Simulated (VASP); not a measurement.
A run of VASP 6.6.1:

POSCAR

```
As
1.0
    2.7054985586      0.0000000000      0.0000000000
    0.0000000000      2.7054985586      0.0000000000
    0.0000000000      0.0000000000      2.7054985586
As
1
Direct
    0.0000000000      0.0000000000      0.0000000000
```

INCAR.step1

```
SYSTEM = As
  PREC = Accurate
  ENCUT = 600
  ISMEAR = 0
  SIGMA = 0.1
  LREAL = .FALSE.
  LASPH = .TRUE.
  NELM = 60
  GGA = PE
  ALGO = Normal
  EDIFF = 1E-4
  LWAVE = .TRUE.
  LCHARG = .FALSE.
```

INCAR.step2

```
SYSTEM = As
  PREC = Accurate
  ENCUT = 600
  EDIFF = 1E-6
  ISMEAR = 0
  SIGMA = 0.1
  LREAL = .FALSE.
  LASPH = .TRUE.
  NELM = 60
  ALGO = Normal
  ISIF = 3
  LWAVE = .FALSE.
  LCHARG = .FALSE.
  METAGGA = R2SCAN
  LMIXTAU = .TRUE.
  IBRION = 2
  NSW = 80
  EDIFFG = -0.01
  ISTART = 1
```

File KPOINTS:

```
Automatic mesh
0
G
  16 16 16
  0 0 0
```

Potentials or basis: VASP PAW PBE potentials, release 64 (As).

Launch:

```sh
$ cat potpaw_PBE.64/As/POTCAR > POTCAR
$ cp INCAR.step1 INCAR
$ mpirun -np 1 vasp_std > vasp.out
$ cp INCAR.step2 INCAR
$ mpirun -np 1 vasp_std > vasp.out
```

Hardware: 1 thread of Intel(R) Xeon(R) Platinum 8259CL CPU @ 2.50GHz (Skylake/Cascade Lake), with other jobs on the host.

**Question.** Estimate the wall time of this run.

**Answer.** Run time: 61 s on 1 thread of Intel(R) Xeon(R) Platinum 8259CL CPU @ 2.50GHz (Skylake/Cascade Lake), with other jobs on the host, peak memory 0.17 GiB. Counts: k points 165, ion steps 2.
